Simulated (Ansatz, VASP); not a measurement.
# One calculation of W, two programs

INCAR

```
SYSTEM = W
PREC     = Accurate       ! precision mode
ENCUT    = 520            ! plane-wave cutoff, eV
EDIFF    = 1E-6           ! SCF threshold, eV
ISMEAR   = 0              ! smearing method
SIGMA    = 0.1            ! smearing width, eV
LREAL    = Auto         
LASPH    = .True.         ! aspherical terms in the spheres
NELM     = 80             ! most SCF steps
ALGO     = Fast           ! electronic algorithm
ISIF     = 2              ! what is computed and relaxed
LWAVE    = .False.        ! write WAVECAR
LCHARG   = .False.        ! write CHGCAR
LDIPOL   = .True.       
IDIPOL   = 3            
DIPOL    = 0.5 0.5 0.416
GGA      = PE             ! functional
NBANDS   = 156            ! bands
```

The input KPOINTS:

```
Automatic mesh
0
Gamma
  3 3 1
  0 0 0
```

The input POSCAR:

```
W
1.0
    6.3671172898      0.0000000000      0.0000000000
    0.0000000000      6.3671172898      0.0000000000
    0.0000000000      0.0000000000     26.8559172898
W
20
Direct
    0.2500000000      0.7500000000      0.2978859338
    0.2500000000      0.2500000000      0.2978859338
    0.7500000000      0.7500000000      0.2978859338
    0.7500000000      0.2500000000      0.2978859338
    0.5000000000      0.5000000000      0.3571570175
    0.5000000000      0.0000000000      0.3571570175
    0.0000000000      0.5000000000      0.3571570175
    0.0000000000      0.0000000000      0.3571570175
    0.7523803093      0.2484082432      0.4159327813
    0.7475314653      0.7515941476      0.4159502233
    0.2490416299      0.2515850080      0.4159149697
    0.2508826717      0.7484103084      0.4159340306
    0.0020535081     -0.0026186034      0.4755424638
   -0.0064879768      0.5050663970      0.4759459167
    0.4977661975      0.0024981447      0.4755200837
    0.5063432627      0.4948763155      0.4759720430
    0.2760171306      0.7167043631      0.5303282544
    0.2238304591      0.2832031910      0.5302612684
    0.7237689872      0.7854122163      0.5337497616
    0.7759406568      0.2142314355      0.5337522604
```

Input for Ansatz:

```yaml
crystal:
  lattice:
    - [6.3671172898, 0.0, 0.0]
    - [0.0, 6.3671172898, 0.0]
    - [0.0, 0.0, 26.8559172898]
  atoms:
    - { symbol: W, position: [0.25, 0.75, 0.2978859338] }
    - { symbol: W, position: [0.25, 0.25, 0.2978859338] }
    - { symbol: W, position: [0.75, 0.75, 0.2978859338] }
    - { symbol: W, position: [0.75, 0.25, 0.2978859338] }
    - { symbol: W, position: [0.5, 0.5, 0.3571570175] }
    - { symbol: W, position: [0.5, 0.0, 0.3571570175] }
    - { symbol: W, position: [0.0, 0.5, 0.3571570175] }
    - { symbol: W, position: [0.0, 0.0, 0.3571570175] }
    - { symbol: W, position: [0.7523803093, 0.2484082432, 0.4159327813] }
    - { symbol: W, position: [0.7475314653, 0.7515941476, 0.4159502233] }
    - { symbol: W, position: [0.2490416299, 0.251585008, 0.4159149697] }
    - { symbol: W, position: [0.2508826717, 0.7484103084, 0.4159340306] }
    - { symbol: W, position: [0.0020535081, -0.0026186034, 0.4755424638] }
    - { symbol: W, position: [-0.0064879768, 0.505066397, 0.4759459167] }
    - { symbol: W, position: [0.4977661975, 0.0024981447, 0.4755200837] }
    - { symbol: W, position: [0.5063432627, 0.4948763155, 0.475972043] }
    - { symbol: W, position: [0.2760171306, 0.7167043631, 0.5303282544] }
    - { symbol: W, position: [0.2238304591, 0.283203191, 0.5302612684] }
    - { symbol: W, position: [0.7237689872, 0.7854122163, 0.5337497616] }
    - { symbol: W, position: [0.7759406568, 0.2142314355, 0.5337522604] }
basis:
  ecutwfc: 420
kpoints:
  mp_grid: { grid: [3, 3, 1] }
hamiltonian:
  xc: pbe
scf:
  occupations: { method: gaussian, width: 0.1 }
output:
  forces: true
  eigenvalues: true
  write_density: true
  volumetric_format: npy
efield:
  axis: 3
  dipole_correction: true
  ramp_width: 0.04
```

Alike in both runs: task single point; functional PBE; k mesh 3 × 3 × 1; occupations gaussian, width 0.1 eV; no spin polarisation.

|  | VASP | Ansatz |
| --- | --- | --- |
| version | VASP 6.6.1 | Ansatz 0.2.0 |
| potentials or method | VASP PAW PBE potentials, release 64 (W_sv), cutoff 520 eV | scalar-relativistic, plane waves, PAW |
| valence electrons in the cell | 280 | 280 |

```csv
,VASP,Ansatz,Ansatz less VASP
gap on the k mesh at the Fermi level (eV),none,none,-
rms of the force components (eV/Å),0.572,0.575,+0.0030
```

Atom by atom the forces differ by 0.019 eV/Å (rms over components). A gap of «none» marks a metal or a gap that the smearing closes.

Spin-orbit coupling is off throughout.
